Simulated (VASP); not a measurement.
**Cs2Cl3: relaxation of cell and atoms with PBE**

Cs2Cl3:

```
CELL_PARAMETERS angstrom
5.36980 0.00000 0.00000
-2.68490 4.65039 0.00000
0.00000 0.00000 6.48354
ATOMIC_POSITIONS crystal
Cs 0.33333 0.66667 0.13800
Cs 0.66667 0.33333 0.86200
Cl 0.00000 0.00000 0.00000
Cl 0.33333 0.66667 0.62500
Cl 0.66667 0.33333 0.37500
```

| Property | Result |
| --- | --- |
| Program | VASP 6.6.1 |
| Task | relaxation of cell and atoms |
| Functional | PBE |
| Potentials or basis | VASP PAW PBE potentials, release 64 (Cs_sv, Cl) |
| Cutoff | 600 eV |
| k mesh | 6 × 6 × 4 |
| Occupations | gaussian, width 0.1 eV |
| Spin | no spin polarisation |
| Dipole correction | no |
| Further INCAR settings | ALGO = Normal; EDIFF = 1e-07; IBRION = 2; EDIFFG = -0.04; NSW = 90; ISIF = 3 |

```yaml
Relaxed_volume: 44.10 Å³/atom
Relaxed_cell: a = 5.958 Å, b = 5.958 Å, c = 7.173 Å, α = 90.00°, β = 90.00°, γ = 120.00°
Space_group_after_relaxing_to_0.1_Å: P-3m1 (No. 164)
Energy_gained_by_relaxing: 217.2 meV/atom
Ionic_steps: 32
Pressure_after_relaxing: 0.0 GPa
Largest_force_after_relaxing: 0.039 eV/Å
Band_gap_on_the_k_mesh: zero (an odd number of electrons rules out a gap without spin polarisation)
```

Forces in eV/Å, atoms in the order of the input:
```
Cs   0.000  0.000  0.039
Cs   0.000  0.000 -0.039
Cl   0.000  0.000  0.000
Cl   0.000  0.000 -0.022
Cl   0.000  0.000  0.022
```

The path:
```
step  energy change (eV)  largest force (eV/Å)  pressure (GPa)  volume (Å³)
   1              0.0000                0.7564            5.44       161.90
   2             -0.6014                0.5144            1.59       189.03
   3             -0.7184                0.4494            0.34       205.75
   4             -0.7335                0.4307           -0.07       213.56
   5             -0.7343                0.4270           -0.16       215.53
   6             -0.7599                0.3911           -0.13       214.93
   7             -0.8262                0.2759           -0.01       213.14
   8             -0.9057                0.3464            0.32       209.58
   9             -0.8014                0.7029            1.47       202.60
  10             -0.9149                0.3966            0.50       208.11
  11             -0.9395                0.3568            0.43       209.47
  12             -0.9957                0.2502            0.25       213.52
  13             -1.0374                0.0842            0.06       221.48
  14             -1.0395                0.0846            0.02       222.03
  15             -1.0435                0.0858           -0.09       223.66
  16             -1.0424                0.0895           -0.30       226.93
  17             -1.0444                0.0871           -0.18       225.00
  18             -1.0465                0.0868           -0.16       224.15
  19             -1.0515                0.0843           -0.10       221.62
  20             -1.0550                0.0713            0.06       216.56
  21             -1.0552                0.0757            0.02       217.65
  22             -1.0575                0.0764            0.03       217.55
  23             -1.0633                0.0750            0.04       217.22
  24             -1.0667                0.0790            0.11       216.43
  25             -1.0672                0.0698            0.08       216.68
  26             -1.0708                0.0721            0.03       217.98
  27             -1.0774                0.0756           -0.10       221.94
  28             -1.0725                0.0670           -0.34       229.99
  29             -1.0785                0.0755           -0.18       224.26
  30             -1.0821                0.0671           -0.11       222.92
  31             -1.0850                0.0510            0.03       220.23
  32             -1.0859                0.0389            0.01       220.50
```

Final structure:
```yaml
crystal:
  lattice:
    - [5.95794, 0.00000, 0.00000]
    - [-2.97897, 5.15973, 0.00000]
    - [0.00000, 0.00000, 7.17265]
  atoms:
    - { symbol: Cs, position: [0.33333, 0.66667, 0.21853] }
    - { symbol: Cs, position: [0.66667, 0.33333, 0.78147] }
    - { symbol: Cl, position: [0.00000, 0.00000, 0.00000] }
    - { symbol: Cl, position: [0.33333, 0.66667, 0.71990] }
    - { symbol: Cl, position: [0.66667, 0.33333, 0.28010] }
```

Levels at points of the mesh, in eV from the Fermi level:
| k point | band 17 | band 18 | band 19 | band 20 | band 21 | band 22 | band 23 |
| --- | --- | --- | --- | --- | --- | --- | --- |
| (0.00, 0.00, 0.00) | -0.22 | -0.09 | 0.00 | 0.00 | 5.47 | 7.00 | 7.00 |
| (0.50, 0.00, 0.00) | -0.20 | -0.16 | -0.11 | 0.00 | 6.50 | 7.04 | 7.35 |
| (0.00, 0.00, 0.50) | -0.35 | -0.35 | -0.01 | -0.01 | 6.57 | 6.86 | 7.54 |
| (0.50, 0.00, 0.50) | -0.34 | -0.15 | -0.07 | -0.05 | 7.04 | 7.51 | 7.72 |

Run time: 59 min on 1 thread of Intel(R) Xeon(R) Platinum 8375C CPU @ 2.90GHz (Ice Lake) (shared host), peak memory 0.43 GiB.

Caveat: the volume moved by over 15 % at a fixed basis, so the end points are rough; spin-orbit coupling is left out, which moves the levels of the heavy elements; an odd number of electrons without spin polarisation forces a metal; a magnetic or distorted state may lie lower.
